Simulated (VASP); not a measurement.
# Si (Fd-3m) in VASP: further runs

The runs below take Si through single point, relaxation of cell and atoms, with PBE.

Everything below comes from runs of VASP 6.6.1. Logs are shortened: lines on timing, memory, paths and dates and some standing lists are left out, and cuts for length are marked.

## (1) The cell of the first run

Symmetry: Fd-3m, No. 227, cubic system. The conventional cell has a = 5.505 Å, b = 5.505 Å, c = 5.505 Å, α = 90.00°, β = 90.00°, γ = 90.00°. Si (site symmetry -43m) has 4 Si at 2.38 Å within 3.1 Å.

## (2) Single point, PBE

INCAR

```
SYSTEM = Si
ALGO = Normal
EDIFF = 1E-6
ENCUT = 520
GGA = PE
ISIF = 2
ISMEAR = -1
LASPH = .True.
LCHARG = .False.
LREAL = .False.
LWAVE = .False.
NBANDS = 11
NELM = 100
PREC = Accurate
SIGMA = 0.05
```

KPOINTS

```
k-points
0
Gamma
  8 8 8
  0 0 0
```

POSCAR

```
Si
1.0
    0.0000000000      2.7527452617      2.7527452617
    2.7527452617      0.0000000000      2.7527452617
    2.7527452617      2.7527452617      0.0000000000
Si
2
Direct
    0.0000000000      0.0000000000      0.0000000000
    0.2500000000      0.2500000000      0.2500000000
```

Potentials or basis: VASP PAW PBE potentials, release 64 (Si).

Command:

```console
$ cat potpaw_PBE.64/Si/POTCAR > POTCAR
$ mpirun -np 1 vasp_std > vasp.out
```

OUTCAR:

```text
SYSTEM = Si
   EDIFF = 1E-6
   ENCUT = 520
   GGA = PE
   ISIF = 2
   ISMEAR = -1
   LASPH = .True.
   LREAL = .False.
   NELM = 100
   PREC = Accurate

 ion  position               nearest neighbor table
   1  0.000  0.000  0.000-   2 2.38   2 2.38   2 2.38   2 2.38
   2  0.250  0.250  0.250-   1 2.38   1 2.38   1 2.38   1 2.38

  LATTYP: Found a face centered cubic cell.
 ALAT       =     5.5054905234

  Lattice vectors:

 A1 = (   0.0000000000,   2.7527452617,   2.7527452617)
 A2 = (   2.7527452617,   0.0000000000,   2.7527452617)
 A3 = (   2.7527452617,   2.7527452617,   0.0000000000)

Analysis of symmetry for initial positions (statically):
=====================================================================
 Subroutine PRICEL returns:
 Original cell was already a primitive cell.

 Routine SETGRP: Setting up the symmetry group for a
 face centered cubic supercell.

 Subroutine GETGRP returns: Found 48 space group operations
 (whereof 24 operations were pure point group operations)
 out of a pool of 48 trial point group operations.

The static configuration has the point symmetry T_d .
 The point group associated with its full space group is O_h .

Analysis of symmetry for dynamics (positions and initial velocities):
=====================================================================
 Subroutine PRICEL returns:
 Original cell was already a primitive cell.

 Routine SETGRP: Setting up the symmetry group for a
 face centered cubic supercell.

 Subroutine GETGRP returns: Found 48 space group operations
 (whereof 24 operations were pure point group operations)
 out of a pool of 48 trial point group operations.

The dynamic configuration has the point symmetry T_d .
 The point group associated with its full space group is O_h .

 Subroutine INISYM returns: Found 48 space group operations
 (whereof 24 operations are pure point group operations),
 and found     1 'primitive' translations

----------------------------------------------------------------------------------------

                                     Primitive cell

  volume of cell :      41.7184

  direct lattice vectors                    reciprocal lattice vectors
     0.000000000  2.752745262  2.752745262    -0.181636858  0.181636858  0.181636858
     2.752745262  0.000000000  2.752745262     0.181636858 -0.181636858  0.181636858
     2.752745262  2.752745262  0.000000000     0.181636858  0.181636858 -0.181636858

  length of vectors
     3.892969683  3.892969683  3.892969683     0.314604266  0.314604266  0.314604266

  position of ions in fractional coordinates (direct lattice)
     0.000000000  0.000000000  0.000000000
     0.250000000  0.250000000  0.250000000

  ion indices of the primitive-cell ions
   primitive index   ion index
                 1           1
                 2           2

----------------------------------------------------------------------------------------

 KPOINTS: k-points

Automatic generation of k-mesh.
 Grid dimensions read from file:
 generate k-points for:    8    8    8

 Generating k-lattice:

  Cartesian coordinates                     Fractional coordinates (reciprocal lattice)
    -0.022704607  0.022704607  0.022704607     0.125000000  0.000000000  0.000000000
     0.022704607 -0.022704607  0.022704607     0.000000000  0.125000000  0.000000000
     0.022704607  0.022704607 -0.022704607     0.000000000  0.000000000  0.125000000

  Length of vectors
     0.039325533  0.039325533  0.039325533

  Shift w.r.t. Gamma in fractional coordinates (k-lattice)
     0.000000000  0.000000000  0.000000000

 Subroutine IBZKPT returns following result:
 ===========================================

 Found     29 irreducible k-points:

 Following reciprocal coordinates:
            Coordinates               Weight
  0.000000  0.000000  0.000000      1.000000
  0.125000  0.000000  0.000000      8.000000
  0.250000  0.000000  0.000000      8.000000
  0.375000  0.000000  0.000000      8.000000
  0.500000  0.000000  0.000000      4.000000
  0.125000  0.125000  0.000000      6.000000
[... 16 lines left out ...]
  0.500000  0.250000  0.125000     48.000000
 -0.375000  0.250000  0.125000     24.000000
 [... further k-points ...]
   k-points           NKPTS =     29   k-points in BZ     NKDIM =     29   number of bands    NBANDS=     11
   number of dos      NEDOS =    301   number of ions     NIONS =      2
   total plane-waves  NPLWV =  27000
   dimension x,y,z NGX =    30 NGY =   30 NGZ =   30
   dimension x,y,z NGXF=    60 NGYF=   60 NGZF=   60
   ions per type =               2
   NGX,Y,Z   is equivalent  to a cutoff of  12.81, 12.81, 12.81 a.u.
   NGXF,Y,Z  is equivalent  to a cutoff of  25.62, 25.62, 25.62 a.u.
 SYSTEM =  Si
   PREC   = accura    normal or accurate (medium, high low for compatibility)
   ISTART =      0    job   : 0-new  1-cont  2-samecut
   ICHARG =      2    charge: 1-file 2-atom 10-const
   ISPIN  =      1    spin polarized calculation?
   LNONCOLLINEAR =      F non collinear calculations
   LSORBIT =      F    spin-orbit coupling
   LASPH  =      T    aspherical Exc in radial PAW
   ENCUT  =  520.0 eV  38.22 Ry    6.18 a.u.   7.24  7.24  7.24*2*pi/ulx,y,z
   NELM   =    100;   NELMIN=  2; NELMDL= -5     # of ELM steps
   EDIFF  = 0.1E-05   stopping-criterion for ELM
   LREAL  =      F    real-space projection
   EDIFFG = 0.1E-04   stopping-criterion for IOM
   NSW    =      0    number of steps for IOM
   IBRION =     -1    ionic relax: 0-MD 1-quasi-New 2-CG
   NFREE  =      0    steps in history (QN), initial steepest desc. (CG)
   ISIF   =      2    stress and relaxation
   ISYM   =      2    0-nonsym 1-usesym 2-fastsym
   POTIM  = 0.5000    time-step for ionic-motion
   TEBEG  =    0.0;   TEEND  =   0.0 temperature during run
   PSTRESS=    0.0 pullay stress
   NELECT =       8.0000    total number of electrons
   NUPDOWN=      -1.0000    fix difference up-down
   EMIN   =  10.00;   EMAX   =-10.00  energy-range for DOS
   EFERMI =   0.00;   METHOD = LEGACY
   ISMEAR =    -1;   SIGMA  =   0.05  broadening in eV -4-tet -1-fermi 0-gaus
   EFERMI_NEDOS =   21; number of points for ismear=-14 and -15
   IALGO  =     38    algorithm
   IMIX   =      4    mixing-type and parameters
     AMIX     =   0.40;   BMIX     =  1.00
     AMIX_MAG =   1.60;   BMIX_MAG =  1.00
  volume/ion in A,a.u.               =      20.86       140.76
  Fermi-wavevector in a.u.,A,eV,Ry     =   0.944051  1.783998 12.125952  0.891232
  Thomas-Fermi vector in A             =   2.071818
   LORBIT       =      0    0 simple, 1 ext, 2 COOP (PROOUT), +10 PAW based schemes
   GGA     = PE    functional components
   LHFCALC =     F    Hartree Fock is set to
   AEXX    =    0.0000 exact exchange contribution
   IVDW    =     0    specifies the selected vdW correction
   LEPSILON=     F    determine dielectric tensor
   LRPA    =     F    only Hartree local field effects (RPA)
 non-spin polarized calculation
  energy-cutoff  :      520.00
  volume of cell :       41.72
 maximum number of plane-waves:      1158
 NGX is ok and might be reduce to    30
   NGX = 15   NGY = 15   NGZ = 15

 number of electron       8.0000001 magnetization

 Free energy of the ion-electron system (eV)
  ---------------------------------------------------
  ext. energy  EPLUGINS =         0.00000000
  ---------------------------------------------------
  free energy    TOTEN  =       -10.84160128 eV

  energy without entropy =      -10.84158544  energy(sigma->0) =      -10.84159336

 E-fermi :   5.7407     XC(G=0):  -9.2485

 val. band max:        5.4196394960   @ k =   0.0000   0.0000   0.0000
 cond. band min:       6.1010608537   @ k =   0.3750   0.3750   0.0000
 fundamental gap:      0.6814213577
 Fermi energy:         5.7407370675

 k-point     1 :       0.0000    0.0000    0.0000
  band No.  band energies     occupation
      1      -6.2607      2.00000
      2       5.4196      1.99675
      3       5.4196      1.99675
      4       5.4196      1.99675
      5       7.9671      0.00000
      6       7.9671      0.00000
      7       7.9671      0.00000
      8       8.3265      0.00000
      9      13.1172      0.00000
     10      13.1172      0.00000
     11      13.2188      0.00000

 k-point     2 :       0.1250    0.0000    0.0000
  band No.  band energies     occupation
      1      -6.0637      2.00000
      2       3.8329      2.00000
      3       5.1429      1.99999
      4       5.1429      1.99999
      5       7.7980      0.00000
      6       8.3745      0.00000
      7       8.3745      0.00000
      8       9.7846      0.00000
      9      12.6524      0.00000
     10      12.6524      0.00000
     11      13.9841      0.00000

 k-point     3 :       0.2500    0.0000    0.0000
  band No.  band energies     occupation
      1      -5.4899      2.00000
      2       1.5675      2.00000
      3       4.6873      2.00000
      4       4.6873      2.00000
      5       7.3082      0.00000
      6       8.8922      0.00000
      7       8.8922      0.00000
      8      12.0077      0.00000
      9      12.5980      0.00000
     10      12.5980      0.00000
     11      14.2868      0.00000

 k-point     4 :       0.3750    0.0000    0.0000
  band No.  band energies     occupation
      1      -4.6335      2.00000
      2      -0.3834      2.00000
      3       4.3683      2.00000
      4       4.3683      2.00000
      5       6.9436      0.00000
      6       8.8721      0.00000
      7       8.8721      0.00000
      8      13.2078      0.00000
      9      13.9174      0.00000
     10      13.9174      0.00000
     11      14.7654      0.00000
[... 239 lines left out ...]
 k-point    22 :       0.3750    0.2500    0.1250
  band No.  band energies     occupation
      1      -4.9791      2.00000
      2       1.1674      2.00000
      3       2.8222      2.00000
      4       4.0436      2.00000
      5       7.8566      0.00000
      6       9.1674      0.00000
      7       9.6322      0.00000
      8      10.8015      0.00000
      9      13.0579      0.00000
     10      15.3884      0.00000
     11      16.2641      0.00000

 k-point    23 :       0.5000    0.2500    0.1250
  band No.  band energies     occupation
      1      -4.1274      2.00000
      2      -0.3222      2.00000
      3       2.2222      2.00000
      4       3.5690      2.00000
      5       8.2672      0.00000
      6       8.9243      0.00000
      7      10.3561      0.00000
      8      11.2435      0.00000
      9      14.2637      0.00000
     10      14.9445      0.00000
     11      17.2277      0.00000

 k-point    24 :      -0.3750    0.2500    0.1250
  band No.  band energies     occupation
      1      -3.5100      2.00000
      2      -1.2181      2.00000
      3       2.0886      2.00000
      4       3.3521      2.00000
      5       8.3982      0.00000
      6       8.5781      0.00000
      7      11.2026      0.00000
      8      12.4401      0.00000
      9      12.6392      0.00000
     10      15.8555      0.00000
     11      16.8343      0.00000

 [... further k-points ...]
[... 5 lines left out ...]
  --------------------------------------------------------------------------------------
  -------------------------------------------------------------------------------------
  Total       -0.4455461     -0.4455461     -0.4455461     -0.0000000      0.0000000      0.0000000
  in kB      -17.1109906    -17.1109906    -17.1109906     -0.0000000      0.0000000      0.0000000
  external PRESSURE =     -17.1109906 kB  Pullay stress =       0.0000000 kB

 VOLUME and BASIS-vectors are now :
 -----------------------------------------------------------------------------
  energy-cutoff  :      520.00
  volume of cell :       41.72
      direct lattice vectors                 reciprocal lattice vectors
     0.000000000  2.752745262  2.752745262    -0.181636858  0.181636858  0.181636858
     2.752745262  0.000000000  2.752745262     0.181636858 -0.181636858  0.181636858
     2.752745262  2.752745262  0.000000000     0.181636858  0.181636858 -0.181636858

 POSITION                                       TOTAL-FORCE (eV/Angst)
 -----------------------------------------------------------------------------------
      0.00000      0.00000      0.00000         0.000000     -0.000000     -0.000000
      1.37637      1.37637      1.37637        -0.000000      0.000000      0.000000
 -----------------------------------------------------------------------------------
    total drift:                               -0.000000     -0.000000     -0.000000

  FREE ENERGIE OF THE ION-ELECTRON SYSTEM (eV)
  ---------------------------------------------------
  free  energy   TOTEN  =       -10.8416012779 eV

  energy  without entropy=      -10.8415854420  energy(sigma->0) =      -10.84159336
```

It took 7.9 s on 1 thread of Intel Xeon Platinum 8488C (Sapphire Rapids), shared host; peak memory 0.16 GiB.

Results:

```
Free energy            : -10.8416 eV
Pressure               : -1.7 GPa
Band gap on the k mesh : 0.68 eV, indirect (least direct gap 2.55 eV)
```

A k mesh can miss the band edges. A hybrid or GW would open this gap; PBE tends to underestimate it.

## (3) Relaxation of cell and atoms, PBE

This run uses another cell than the first one, of 20.01 Å³/atom, 0.959 times its volume.

INCAR

```
ALGO = Normal ; EDIFF = 1E-7
EDIFFG = -0.02 ; ENCUT = 600
GGA = PE ; IBRION = 2
ISIF = 3 ; ISMEAR = -1
LASPH = True ; LCHARG = False
LREAL = False ; LWAVE = False
NELM = 80 ; NSW = 80
PREC = Accurate ; SIGMA = 0.05
```

KPOINTS

```
k-points
0
Gamma
  8 8 8
```

POSCAR

```
Si
1.0
    0.0000000000      2.7150000000      2.7150000000
    2.7150000000      0.0000000000      2.7150000000
    2.7150000000      2.7150000000      0.0000000000
Si
2
Direct
    0.0000000000      0.0000000000      0.0000000000
    0.2500000000      0.2500000000      0.2500000000
```

Potentials or basis: VASP PAW PBE potentials, release 64 (Si).

Command:

```console
$ cat potpaw_PBE.64/Si/POTCAR > POTCAR
$ mpirun -np 1 vasp_std > vasp.out
```

Wall time 33 s (1 thread of Intel Xeon 8259CL, shared host); peak memory 0.17 GiB.

Results (log left out):

```yaml
Free_energy: -10.8462 eV
Relaxed_volume: 20.44 Å³/atom
Relaxed_cell: a = 3.867 Å, b = 3.867 Å, c = 3.867 Å, α = 60.00°, β = 60.00°, γ = 60.00°
Space_group_after_relaxing_to_0.05_Å: Fd-3m (No. 227)
Energy_gained_by_relaxing: 2.6 meV/atom
Ionic_steps: 3
Pressure_after_relaxing: 0.0 GPa
Band_gap_on_the_k_mesh: 0.65 eV, indirect (least direct gap 2.56 eV)
```

Step by step:
| step | energy change (eV) | largest force (eV/Å) | pressure (GPa) | volume (Å³) |
| --- | --- | --- | --- | --- |
| 1 | 0.0000 | 0.0000 | 1.99 | 40.03 |
| 2 | -0.0029 | 0.0000 | -1.25 | 41.49 |
| 3 | -0.0053 | 0.0000 | 0.00 | 40.89 |

Final structure:
```
Si
1.0
     0.00000    2.73437    2.73437
     2.73437    0.00000    2.73437
     2.73437    2.73437    0.00000
Si
2
Direct
  0.00000 0.00000 0.00000
  0.25000 0.25000 0.25000
```

Levels at points of the mesh, in eV from the valence-band top:
| k point | band 1 | band 2 | band 3 | band 4 | band 5 | band 6 | band 7 | band 8 |
| --- | --- | --- | --- | --- | --- | --- | --- | --- |
| (0.00, 0.00, 0.00) | -11.81 | 0.00 | 0.00 | 0.00 | 2.56 | 2.56 | 2.56 | 3.13 |
| (0.50, 0.00, 0.00) | -9.54 | -6.87 | -1.18 | -1.18 | 1.47 | 3.35 | 3.35 | 7.70 |
| (0.50, 0.50, 0.00) | -7.75 | -7.75 | -2.79 | -2.79 | 0.75 | 0.75 | 9.94 | 9.94 |

A k mesh can miss the band edges. PBE gaps usually lie below the measured ones, often by a third to a half.
